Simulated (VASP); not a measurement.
# LuHf4O: single point with PBE

LuHf4O:

```
CELL_PARAMETERS angstrom
4.06403 0.00000 0.00000
0.00000 4.06403 0.00000
0.00000 0.00000 8.18667
ATOMIC_POSITIONS crystal
Lu 0.50000 0.50000 0.50000
Hf 0.50000 0.00000 0.82361
Hf 0.00000 0.50000 0.17639
Hf 0.50000 0.00000 0.17639
Hf 0.00000 0.50000 0.82361
O 0.00000 0.00000 0.00000
```

The cell was built from a structure type or drawn by symmetry, and may not be a known phase.

| Item | Value |
| --- | --- |
| Program | VASP 6.6.1 |
| Task | single point |
| Functional | PBE |
| Potentials or basis | VASP PAW PBE potentials, release 64 (Lu, Hf_pv, O) |
| Cutoff | 520 eV |
| k mesh | 4 × 4 × 4 |
| Occupations | gaussian, width 0.1 eV |
| Spin | no spin polarisation |

The pressure is -0.4 GPa. The largest force is 0.061 eV/Å. The band gap on the k mesh is zero (an odd number of electrons rules out a gap without spin polarisation).

Forces in eV/Å, atoms in the order of the input:
```
Lu   0.000  0.000  0.000
Hf   0.000  0.000  0.061
Hf   0.000  0.000 -0.061
Hf   0.000  0.000 -0.061
Hf   0.000  0.000  0.061
O    0.000  0.000  0.000
```

Stress tensor (GPa, compression positive):
```
-0.57  0.00  0.00
 0.00 -0.57  0.00
 0.00  0.00 -0.12
```

Levels at points of the mesh, in eV from the Fermi level:
```csv
k point,band 33,band 34,band 35,band 36,band 37,band 38
"(0.00, 0.00, 0.00)",-1.14,-0.61,-0.03,0.06,0.38,0.38
"(0.50, 0.00, 0.00)",-0.40,-0.30,0.30,0.68,0.98,1.31
"(0.50, 0.50, 0.00)",-0.99,-0.78,-0.29,-0.22,-0.22,0.03
"(0.00, 0.00, 0.50)",-1.17,-0.85,0.08,0.08,0.29,0.46
"(0.50, 0.00, 0.50)",-0.44,-0.39,0.12,0.64,0.65,1.12
"(0.50, 0.50, 0.50)",-1.23,-1.23,-0.63,-0.24,-0.24,0.63
```

It took 66 s on 1 thread of Intel(R) Xeon(R) 6975P-C (Granite Rapids) (shared host), peak memory 0.29 GiB.

Caveat: the k points lie up to 0.39 Å⁻¹ apart, too coarse for converged energies and pressures of a metal; spin-orbit coupling is left out, which moves the levels of the heavy elements; an odd number of electrons without spin polarisation forces a metal; a magnetic or distorted state may lie lower.
